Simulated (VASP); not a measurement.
# BaTiO3 (P4mm) in VASP: single point with r2SCAN

Aim: the single point of BaTiO3 with r2SCAN.

All numbers are computed with VASP 6.6.1; they aren't measurements. Logs are shortened: lines on timing, memory, paths and dates and some standing lists are left out, and cuts for length are marked.

### Step 1. The cell of the first run

It takes space group P4mm (No. 99, tetragonal). The conventional cell has a = 3.972 Å, b = 3.972 Å, c = 4.112 Å, α = 90.00°, β = 90.00°, γ = 90.00°. Ba (site symmetry 4mm) has 12 O at 2.74 to 2.98 Å and 8 Ti at 3.48 Å within 3.6 Å. Within 2.4 Å of Ti (site symmetry 4mm) lie 6 O at 1.82 to 2.29 Å. O (site symmetry 4mm) has 2 Ti at 1.82 to 2.29 Å within 2.4 Å. O (site symmetry 2mm) has 2 Ti at 1.99 Å within 2.6 Å.

### Step 2. Single point, r2SCAN (all Ba atoms moved -0.075 Å, as atom 1 along Cartesian [0 0 1])

POSCAR

```
BaTiO3
1.0
    3.9723167996      0.0000000000      0.0000000000
    0.0000000000      3.9723167996      0.0000000000
    0.0000000000      0.0000000000      4.1123825565
Ba Ti O
1 1 3
Direct
    0.0000000000      0.0000000000      0.9743733019
    0.5000000000      0.5000000000      0.4745255192
    0.5000000000      0.5000000000      0.0315737038
    0.5000000000      0.0000000000      0.5146449361
    0.0000000000      0.5000000000      0.5146449361
```

INCAR.step1

```
SYSTEM = BaTiO3
ALGO = Normal ; EDIFF = 1E-4
ENCUT = 520 ; GGA = PE
ISMEAR = 0 ; LASPH = .True.
LCHARG = .False. ; LREAL = .False.
LWAVE = .True. ; NBANDS = 28
NELM = 80 ; PREC = Accurate
SIGMA = 0.05
```

INCAR.step2

```
SYSTEM = BaTiO3
ALGO = Normal ; EDIFF = 1E-6
ENCUT = 520 ; ISIF = 2
ISMEAR = 0 ; ISTART = 1
LASPH = .True. ; LCHARG = .False.
LMIXTAU = .True. ; LREAL = .False.
LWAVE = .False. ; METAGGA = R2SCAN
NBANDS = 28 ; NELM = 80
PREC = Accurate ; SIGMA = 0.05
```

KPOINTS

```
k-points
0
Gamma
  8 8 8
  0 0 0
```

Potentials or basis: VASP PAW PBE potentials, release 64 (Ba_sv, Ti_sv, O).

Command:

```sh
$ cat potpaw_PBE.64/Ba_sv/POTCAR potpaw_PBE.64/Ti_sv/POTCAR potpaw_PBE.64/O/POTCAR > POTCAR
$ cp INCAR.step1 INCAR
$ mpirun -np 1 vasp_std > vasp.out
$ cp INCAR.step2 INCAR
$ mpirun -np 1 vasp_std > vasp.out
```

OUTCAR:

```text
SYSTEM = BaTiO3
   EDIFF = 1E-6
   ENCUT = 520
   ISIF = 2
   ISMEAR = 0
   ISTART = 1
   LASPH = .True.
   LREAL = .False.
   METAGGA = R2SCAN
   NELM = 80
   PREC = Accurate

 ion  position               nearest neighbor table
   1  0.000  0.000  0.974-   4 2.74   5 2.74   5 2.74   4 2.74   3 2.82   3 2.82   3 2.82   3 2.82
                             4 2.98   5 2.98   5 2.98   4 2.98   2 3.48   2 3.48   2 3.48   2 3.48
   2  0.500  0.500  0.475-   3 1.82   4 1.99   5 1.99   4 1.99   5 1.99   3 2.29   1 3.48   1 3.48
                             1 3.48   1 3.48   1 3.48   1 3.48   1 3.48   1 3.48
   3  0.500  0.500  0.032-   2 1.82   2 2.29   1 2.82   1 2.82   1 2.82   1 2.82
   4  0.500  0.000  0.515-   2 1.99   2 1.99   1 2.74   1 2.74   1 2.98   1 2.98
   5  0.000  0.500  0.515-   2 1.99   2 1.99   1 2.74   1 2.74   1 2.98   1 2.98

  LATTYP: Found a simple tetragonal cell.
 ALAT       =     3.9723167996
 C/A-ratio  =     1.0352604699

  Lattice vectors:

 A1 = (   3.9723167996,   0.0000000000,   0.0000000000)
 A2 = (   0.0000000000,   3.9723167996,   0.0000000000)
 A3 = (   0.0000000000,   0.0000000000,   4.1123825565)

Analysis of symmetry for initial positions (statically):
=====================================================================
 Subroutine PRICEL returns:
 Original cell was already a primitive cell.

 Routine SETGRP: Setting up the symmetry group for a
 simple tetragonal supercell.

 Subroutine GETGRP returns: Found  8 space group operations
 (whereof  8 operations were pure point group operations)
 out of a pool of 16 trial point group operations.

The static configuration has the point symmetry C_4v.

Analysis of symmetry for dynamics (positions and initial velocities):
=====================================================================
 Subroutine PRICEL returns:
 Original cell was already a primitive cell.

 Routine SETGRP: Setting up the symmetry group for a
 simple tetragonal supercell.

 Subroutine GETGRP returns: Found  8 space group operations
 (whereof  8 operations were pure point group operations)
 out of a pool of 16 trial point group operations.

The dynamic configuration has the point symmetry C_4v.

 Subroutine INISYM returns: Found  8 space group operations
 (whereof  8 operations are pure point group operations),
 and found     1 'primitive' translations

----------------------------------------------------------------------------------------

                                     Primitive cell

  volume of cell :      64.8905

  direct lattice vectors                    reciprocal lattice vectors
     3.972316800  0.000000000  0.000000000     0.251742258  0.000000000  0.000000000
     0.000000000  3.972316800  0.000000000     0.000000000  0.251742258  0.000000000
     0.000000000  0.000000000  4.112382557     0.000000000  0.000000000  0.243168039

  length of vectors
     3.972316800  3.972316800  4.112382557     0.251742258  0.251742258  0.243168039

  position of ions in fractional coordinates (direct lattice)
     0.000000000  0.000000000  0.974373302
     0.500000000  0.500000000  0.474525519
     0.500000000  0.500000000  0.031573704
     0.500000000  0.000000000  0.514644936
     0.000000000  0.500000000  0.514644936

  ion indices of the primitive-cell ions
   primitive index   ion index
                 1           1
                 2           2
                 3           3
                 4           4
                 5           5

----------------------------------------------------------------------------------------

 KPOINTS: k-points

Automatic generation of k-mesh.
 Grid dimensions read from file:
 generate k-points for:    8    8    8

 Generating k-lattice:

  Cartesian coordinates                     Fractional coordinates (reciprocal lattice)
     0.031467782  0.000000000  0.000000000     0.125000000  0.000000000  0.000000000
     0.000000000  0.031467782  0.000000000     0.000000000  0.125000000  0.000000000
     0.000000000  0.000000000  0.030396005     0.000000000  0.000000000  0.125000000

  Length of vectors
     0.031467782  0.031467782  0.030396005

  Shift w.r.t. Gamma in fractional coordinates (k-lattice)
     0.000000000  0.000000000  0.000000000

 Subroutine IBZKPT returns following result:
 ===========================================

 Found     75 irreducible k-points:

 Following reciprocal coordinates:
            Coordinates               Weight
  0.000000  0.000000  0.000000      1.000000
  0.125000  0.000000  0.000000      4.000000
  0.250000  0.000000  0.000000      4.000000
  0.375000  0.000000  0.000000      4.000000
  0.500000  0.000000  0.000000      2.000000
  0.125000  0.125000  0.000000      4.000000
[... 16 lines left out ...]
  0.375000  0.125000  0.125000     16.000000
  0.500000  0.125000  0.125000      8.000000
 [... further k-points ...]
   k-points           NKPTS =     75   k-points in BZ     NKDIM =     75   number of bands    NBANDS=     28
   number of dos      NEDOS =    301   number of ions     NIONS =      5
   total plane-waves  NPLWV =  28800
   dimension x,y,z NGX =    30 NGY =   30 NGZ =   32
   dimension x,y,z NGXF=    60 NGYF=   60 NGZF=   64
   ions per type =               1   1   3
   NGX,Y,Z   is equivalent  to a cutoff of  12.56, 12.56, 12.94 a.u.
   NGXF,Y,Z  is equivalent  to a cutoff of  25.11, 25.11, 25.87 a.u.
 SYSTEM =  BaTiO3
   PREC   = accura    normal or accurate (medium, high low for compatibility)
   ISTART =      1    job   : 0-new  1-cont  2-samecut
   ICHARG =      0    charge: 1-file 2-atom 10-const
   ISPIN  =      1    spin polarized calculation?
   LNONCOLLINEAR =      F non collinear calculations
   LSORBIT =      F    spin-orbit coupling
   LASPH  =      T    aspherical Exc in radial PAW
   ENCUT  =  520.0 eV  38.22 Ry    6.18 a.u.   7.39  7.39  7.65*2*pi/ulx,y,z
   NELM   =     80;   NELMIN=  2; NELMDL=  0     # of ELM steps
   EDIFF  = 0.1E-05   stopping-criterion for ELM
   LREAL  =      F    real-space projection
   EDIFFG = 0.1E-04   stopping-criterion for IOM
   NSW    =      0    number of steps for IOM
   IBRION =     -1    ionic relax: 0-MD 1-quasi-New 2-CG
   NFREE  =      0    steps in history (QN), initial steepest desc. (CG)
   ISIF   =      2    stress and relaxation
   ISYM   =      2    0-nonsym 1-usesym 2-fastsym
   POTIM  = 0.5000    time-step for ionic-motion
   TEBEG  =    0.0;   TEEND  =   0.0 temperature during run
   PSTRESS=    0.0 pullay stress
   NELECT =      40.0000    total number of electrons
   NUPDOWN=      -1.0000    fix difference up-down
   EMIN   =  10.00;   EMAX   =-10.00  energy-range for DOS
   EFERMI =   0.00;   METHOD = LEGACY
   ISMEAR =     0;   SIGMA  =   0.05  broadening in eV -4-tet -1-fermi 0-gaus
   EFERMI_NEDOS =   21; number of points for ismear=-14 and -15
   IALGO  =     38    algorithm
   IMIX   =      4    mixing-type and parameters
     AMIX     =   0.40;   BMIX     =  1.00
     AMIX_MAG =   1.60;   BMIX_MAG =  1.00
  volume/ion in A,a.u.               =      12.98        87.58
  Fermi-wavevector in a.u.,A,eV,Ry     =   1.393267  2.632893 26.411540  1.941193
  Thomas-Fermi vector in A             =   2.516930
   LORBIT       =      0    0 simple, 1 ext, 2 COOP (PROOUT), +10 PAW based schemes
   METAGGA = R2SCAN    functional components
   LHFCALC =     F    Hartree Fock is set to
   AEXX    =    0.0000 exact exchange contribution
   IVDW    =     0    specifies the selected vdW correction
   LEPSILON=     F    determine dielectric tensor
   LRPA    =     F    only Hartree local field effects (RPA)
 non-spin polarized calculation
 Gauss-broadening in eV      SIGMA  =   0.05
  energy-cutoff  :      520.00
  volume of cell :       64.89
 maximum number of plane-waves:      1779
 NGX is ok and might be reduce to    30
   NGX = 15   NGY = 15   NGZ = 15

 number of electron      39.9999987 magnetization

 Free energy of the ion-electron system (eV)
  ---------------------------------------------------
  ext. energy  EPLUGINS =         0.00000000
  ---------------------------------------------------
  free energy    TOTEN  =       -74.23824526 eV

  energy without entropy =      -74.23824526  energy(sigma->0) =      -74.23824526

 E-fermi :   3.8943     XC(G=0): -11.8301

 val. band max:        3.5515417262   @ k =   0.5000   0.5000   0.5000
 cond. band min:       5.8019147833   @ k =   0.0000   0.0000   0.0000
 fundamental gap:      2.2503730571
 Fermi energy:         3.8942832468

 k-point     1 :       0.0000    0.0000    0.0000
  band No.  band energies     occupation
      1     -55.2148      2.00000
      2     -30.4816      2.00000
      3     -30.3691      2.00000
      4     -30.3691      2.00000
      5     -22.0890      2.00000
      6     -14.4022      2.00000
[... 20 lines left out ...]
     27       9.2659      0.00000
     28      11.5114      0.00000

 k-point     2 :       0.1250    0.0000    0.0000
  band No.  band energies     occupation
      1     -55.2146      2.00000
      2     -30.4813      2.00000
      3     -30.3784      2.00000
      4     -30.3687      2.00000
      5     -22.0700      2.00000
      6     -14.4086      2.00000
[... 20 lines left out ...]
     27       9.5447      0.00000
     28      11.8852      0.00000

 k-point     3 :       0.2500    0.0000    0.0000
  band No.  band energies     occupation
      1     -55.2141      2.00000
      2     -30.4804      2.00000
      3     -30.4009      2.00000
      4     -30.3680      2.00000
      5     -22.0234      2.00000
      6     -14.4723      2.00000
[... 20 lines left out ...]
     27      10.2548      0.00000
     28      12.4408      0.00000

 k-point     4 :       0.3750    0.0000    0.0000
  band No.  band energies     occupation
      1     -55.2137      2.00000
      2     -30.4796      2.00000
      3     -30.4232      2.00000
      4     -30.3672      2.00000
      5     -21.9758      2.00000
      6     -14.5771      2.00000
[... 578 lines left out ...]
     27      10.6538      0.00000
     28      12.4310      0.00000

 k-point    23 :       0.3750    0.1250    0.1250
  band No.  band energies     occupation
      1     -55.2134      2.00000
      2     -30.4854      2.00000
      3     -30.4224      2.00000
      4     -30.3762      2.00000
      5     -21.9531      2.00000
      6     -14.4587      2.00000
[... 20 lines left out ...]
     27      11.5547      0.00000
     28      12.7104      0.00000

 k-point    24 :       0.5000    0.1250    0.1250
  band No.  band energies     occupation
      1     -55.2132      2.00000
      2     -30.4850      2.00000
      3     -30.4316      2.00000
      4     -30.3758      2.00000
      5     -21.9349      2.00000
      6     -14.4941      2.00000
[... 20 lines left out ...]
     27      11.9879      0.00000
     28      12.8630      0.00000

 [... further k-points ...]
[... 5 lines left out ...]
  --------------------------------------------------------------------------------------
  -------------------------------------------------------------------------------------
  Total        0.8680822      0.8680822      1.0445597      0.0000000     -0.0000000      0.0000000
  in kB       21.4333550     21.4333550     25.7906673      0.0000000     -0.0000000      0.0000000
  external PRESSURE =      22.8857924 kB  Pullay stress =       0.0000000 kB

 VOLUME and BASIS-vectors are now :
 -----------------------------------------------------------------------------
  energy-cutoff  :      520.00
  volume of cell :       64.89
      direct lattice vectors                 reciprocal lattice vectors
     3.972316800  0.000000000  0.000000000     0.251742258  0.000000000  0.000000000
     0.000000000  3.972316800  0.000000000     0.000000000  0.251742258  0.000000000
     0.000000000  0.000000000  4.112382557     0.000000000  0.000000000  0.243168039

 POSITION                                       TOTAL-FORCE (eV/Angst)
 -----------------------------------------------------------------------------------
      0.00000      0.00000      4.00700        -0.000000      0.000000      0.542403
      1.98616      1.98616      1.95143        -0.000000     -0.000000     -0.167359
      1.98616      1.98616      0.12984        -0.000000      0.000000     -0.219047
      1.98616      0.00000      2.11642        -0.000000      0.000000     -0.077999
      0.00000      1.98616      2.11642         0.000000      0.000000     -0.077999
 -----------------------------------------------------------------------------------
    total drift:                                0.000000      0.000000     -0.002447

  FREE ENERGIE OF THE ION-ELECTRON SYSTEM (eV)
  ---------------------------------------------------
  free  energy   TOTEN  =       -74.2382452604 eV

  energy  without entropy=      -74.2382452604  energy(sigma->0) =      -74.23824526
```

It took 4.3 min on 1 thread of Intel Xeon Platinum 8488C (Sapphire Rapids), shared host; peak memory 0.27 GiB.

What came out:

- Free energy: -74.2382 eV
- Pressure: 2.3 GPa
- Largest force: 0.542 eV/Å
- Band gap on the k mesh: 2.25 eV, indirect (least direct gap 2.73 eV)

Forces in eV/Å, atoms in the order of the input:
```
Ba   0.000  0.000  0.542
Ti   0.000  0.000 -0.167
O    0.000  0.000 -0.219
O    0.000  0.000 -0.078
O    0.000  0.000 -0.078
```

Stress tensor (GPa, compression positive):
```
2.14 0.00 0.00
0.00 2.14 0.00
0.00 0.00 2.58
```

Caveat: the cell differs from its parent crystal (all Ba atoms moved -0.075 Å, as atom 1 along Cartesian [0 0 1]); the PAW data sets were made with another functional, which shifts forces and pressure a little; spin-orbit coupling is left out, which moves the levels of the heavy elements. A k mesh can miss the band edges.
